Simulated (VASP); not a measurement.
# CaSe (I-4m2) in VASP: notebook, part 2 of 2

VASP 6.6.1. Earlier steps stand in the parts before.

## Step 4: Single point, LDA

This run uses another cell than the first one, of the same volume but with other edges.

INCAR

```
ALGO = Normal ; EDIFF = 1E-6
ENCUT = 520 ; ISIF = 2
ISMEAR = 0 ; LASPH = True
LCHARG = False ; LREAL = False
LWAVE = False ; NBANDS = 15
NELM = 100 ; PREC = Accurate
SIGMA = 0.05
```

KPOINTS

```
k-points
0
Gamma
  8 8 8
```

POSCAR

```
CaSe
1.0
    0.0000000000      3.3930062849      3.1215657821
    3.3930062849      0.0000000000      3.1215657821
    3.3930062849      3.3930062849      0.0000000000
Ca Se
1 1
Direct
    0.0000000000      0.0000000000      0.0000000000
    0.7500000000      0.7500000000      0.7500000000
```

Potentials or basis: VASP PAW LDA potentials, release 64 (Ca_sv, Se).

The run is started by

```sh
$ cat potpaw_LDA.64/Ca_sv/POTCAR potpaw_LDA.64/Se/POTCAR > POTCAR
$ mpirun -np 1 vasp_std > vasp.out
```

OUTCAR:

```text
EDIFF = 1E-6
   ENCUT = 520
   ISIF = 2
   ISMEAR = 0
   LASPH = True
   LREAL = False
   NELM = 100
   PREC = Accurate

 ion  position               nearest neighbor table
   1  0.000  0.000  0.000-   2 2.86   2 2.86   2 2.86   2 2.86
   2  0.750  0.750  0.750-   1 2.86   1 2.86   1 2.86   1 2.86

  LATTYP: Found a body centered tetragonal cell.
 ALAT       =     4.7984355053
 C/A-ratio  =     1.3010764774

  Lattice vectors:

 A1 = (   0.0000000000,  -3.3930062849,  -3.1215657821)
 A2 = (   0.0000000000,   3.3930062849,  -3.1215657821)
 A3 = (   3.3930062849,   0.0000000000,   3.1215657821)

Analysis of symmetry for initial positions (statically):
=====================================================================
 Subroutine PRICEL returns:
 Original cell was already a primitive cell.

 Routine SETGRP: Setting up the symmetry group for a
 body centered tetragonal supercell.

 Subroutine GETGRP returns: Found  8 space group operations
 (whereof  8 operations were pure point group operations)
 out of a pool of 16 trial point group operations.

The static configuration has the point symmetry D_2d.

Analysis of symmetry for dynamics (positions and initial velocities):
=====================================================================
 Subroutine PRICEL returns:
 Original cell was already a primitive cell.

 Routine SETGRP: Setting up the symmetry group for a
 body centered tetragonal supercell.

 Subroutine GETGRP returns: Found  8 space group operations
 (whereof  8 operations were pure point group operations)
 out of a pool of 16 trial point group operations.

The dynamic configuration has the point symmetry D_2d.

 Subroutine INISYM returns: Found  8 space group operations
 (whereof  8 operations are pure point group operations),
 and found     1 'primitive' translations

----------------------------------------------------------------------------------------
[... 122 lines left out ...]
   LEPSILON=     F    determine dielectric tensor
   LRPA    =     F    only Hartree local field effects (RPA)
 non-spin polarized calculation
 Gauss-broadening in eV      SIGMA  =   0.05
  energy-cutoff  :      520.00
  volume of cell :       71.87
 maximum number of plane-waves:      1955
 NGX is ok and might be reduce to    36

 number of electron      15.9999999 magnetization

 Free energy of the ion-electron system (eV)
  ---------------------------------------------------
  ext. energy  EPLUGINS =         0.00000000
  ---------------------------------------------------
  free energy    TOTEN  =        -9.80760153 eV

  energy without entropy =       -9.80760153  energy(sigma->0) =       -9.80760153

 E-fermi :  -0.1258     XC(G=0):  -7.9539

 val. band max:       -0.4399619746   @ k =   0.5000  -0.0000   0.0000
 cond. band min:       2.3434818865   @ k =   0.0000   0.0000   0.0000
 fundamental gap:      2.7834438611
 Fermi energy:        -0.1257976523

 k-point     1 :       0.0000    0.0000    0.0000
  band No.  band energies     occupation
      1     -39.2112      2.00000
      2     -20.5303      2.00000
      3     -20.5101      2.00000
      4     -20.5101      2.00000
      5     -10.8732      2.00000
      6      -0.6415      2.00000
      7      -0.6415      2.00000
      8      -0.5551      2.00000
      9       2.3435      0.00000
     10       4.4475      0.00000
     11       4.8406      0.00000
     12       6.5004      0.00000
     13       6.5004      0.00000
     14       6.8126      0.00000
[... 401 lines left out ...]
      2     -20.5516      2.00000
      3     -20.5266      2.00000
      4     -20.5163      2.00000
      5     -10.6671      2.00000
      6      -1.5605      2.00000
      7      -0.6922      2.00000
      8      -0.4932      2.00000
      9       3.9654      0.00000
     10       4.3269      0.00000
     11       4.9071      0.00000
     12       5.3057      0.00000
     13       5.8640      0.00000
     14       6.3126      0.00000
     15       7.6741      0.00000

 [... further k-points ...]

------------------------ aborting loop because EDIFF is reached ----------------------------------------

  FORCE on cell =-STRESS in cart. coord.  units (eV):
  Direction    XX          YY          ZZ          XY          YZ          ZX
  --------------------------------------------------------------------------------------
  -------------------------------------------------------------------------------------
  Total       -1.2798402     -1.2798402     -1.0714375      0.0000000      0.0000000      0.0000000
  in kB      -28.5295232    -28.5295232    -23.8839193      0.0000000      0.0000000      0.0000000
  external PRESSURE =     -26.9809886 kB  Pullay stress =       0.0000000 kB

 VOLUME and BASIS-vectors are now :
 -----------------------------------------------------------------------------
  energy-cutoff  :      520.00
  volume of cell :       71.87
      direct lattice vectors                 reciprocal lattice vectors
     0.000000000  3.393006285  3.121565782    -0.147361943  0.147361943  0.160176025
     3.393006285  0.000000000  3.121565782     0.147361943 -0.147361943  0.160176025
     3.393006285  3.393006285  0.000000000     0.147361943  0.147361943 -0.160176025

 POSITION                                       TOTAL-FORCE (eV/Angst)
 -----------------------------------------------------------------------------------
      0.00000      0.00000      0.00000         0.000000     -0.000000     -0.000000
      5.08951      5.08951      4.68235        -0.000000      0.000000      0.000000
 -----------------------------------------------------------------------------------
    total drift:                                0.000000      0.000000      0.000000

  FREE ENERGIE OF THE ION-ELECTRON SYSTEM (eV)
  ---------------------------------------------------
  free  energy   TOTEN  =        -9.8076015308 eV

  energy  without entropy=       -9.8076015308  energy(sigma->0) =       -9.80760153
```

stdout:

```text
POSCAR found type information on POSCAR CaSe
 POSCAR found :  2 types and       2 ions
 scaLAPACK will be used
 LDA part: xc-table for (Slater(with rela. corr.)+CA(PZ))
 , standard interpolation
 POSCAR, INCAR and KPOINTS ok, starting setup
 FFT: planning ... GRIDC
 FFT: planning ... GRID_SOFT
 FFT: planning ... GRID
 WAVECAR not read
 entering main loop
```

It took 20 s on 1 thread of Intel Xeon 6975P-C (Granite Rapids), shared host; peak memory 0.21 GiB.

Results:

```
Free energy            : -9.8076 eV
Pressure               : -2.7 GPa
Band gap on the k mesh : 2.78 eV (least direct gap 2.90 eV)
```

 A k mesh can miss the band edges.

## Step 5: Summary

| cell | gap on the mesh (eV) | pressure (GPa) |
| --- | --- | --- |
| a = 4.547, b = 4.547, c = 5.070 Å, angles 56.1, 56.1, 67.8°, 2 atoms | 2.51 | -3.7 |
| a = 4.959, b = 4.959, c = 4.276 Å, angles 64.5, 64.5, 51.1°, 2 atoms | 1.99 | -3.7 |
| a = 4.610, b = 4.610, c = 4.798 Å, angles 58.6, 58.6, 62.7°, 2 atoms | 2.78 | -2.7 |

Alike in all rows: task single point; level LDA; potentials or basis VASP PAW LDA potentials, release 64 (Ca_sv, Se); no spin polarisation; k mesh 8 × 8 × 8; cutoff (eV) 520; smearing gaussian 0.05 eV.

Caveats: the cell stands under tension (at least some runs).

Absolute energies hang on the potentials; compare differences alone.
